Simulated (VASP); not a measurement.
Write the native input for VASP 6.6.1 that does the following.

```yaml
Task: single point
Functional: PBE
Potentials_or_basis: VASP PAW PBE potentials, release 64 (Sn_d, Se)
Cutoff: 520 eV
k_mesh: 3 × 6 × 6
Occupations: fermi-dirac, width 0.05 eV
Spin: no spin polarisation
Dipole_correction: no
Further_INCAR_settings: ALGO = Normal; EDIFF = 1e-06; NBANDS = 50
```

The structure of SnSe lies in POSCAR:

```
SnSe
1.0
   11.5702803916      0.0000000000      0.0000000000
    0.0000000000      4.2451379020      0.0000000000
    0.0000000000      0.0000000000      4.5186909410
Sn Se
4 4
Direct
    0.8770000000      0.7500000000      0.9090000000
    0.6230000000      0.2500000000      0.4090000000
    0.3770000000      0.7500000000      0.5910000000
    0.1230000000      0.2500000000      0.0910000000
    0.6430000000      0.7500000000      0.9840000000
    0.8570000000      0.2500000000      0.4840000000
    0.1430000000      0.7500000000      0.5160000000
    0.3570000000      0.2500000000      0.0160000000
```

These files were run (other wordings do the same):

INCAR

```
SYSTEM = SnSe
  ALGO = Normal
  EDIFF = 1E-6
  ENCUT = 520
  GGA = PE
  ISIF = 2
  ISMEAR = -1
  LASPH = .True.
  LCHARG = .True.
  LELF = .True.
  LREAL = .False.
  LVHAR = .True.
  LWAVE = .False.
  NBANDS = 50
  NELM = 60
  PREC = Accurate
  SIGMA = 0.05
```

KPOINTS

```
k-points
0
Gamma
  3 6 6
  0 0 0
```

Potentials or basis: VASP PAW PBE potentials, release 64 (Sn_d, Se).

Command:

```bash
$ cat potpaw_PBE.64/Sn_d/POTCAR potpaw_PBE.64/Se/POTCAR > POTCAR
$ mpirun -np 1 vasp_std > vasp.out
```

It gave:

| Item | Value |
| --- | --- |
| Pressure | 0.3 GPa |
| Largest force | 0.156 eV/Å |
| Band gap on the k mesh | 0.56 eV (least direct gap 0.73 eV) |

Caveat: semilocal functionals underestimate gaps, and a narrow one can read as zero; spin-orbit coupling is left out, which moves the levels of the heavy elements.

It took 4.5 min on 1 thread of Oxide Virtual Turin-like Processor, with other jobs on the host, peak memory 0.44 GiB.
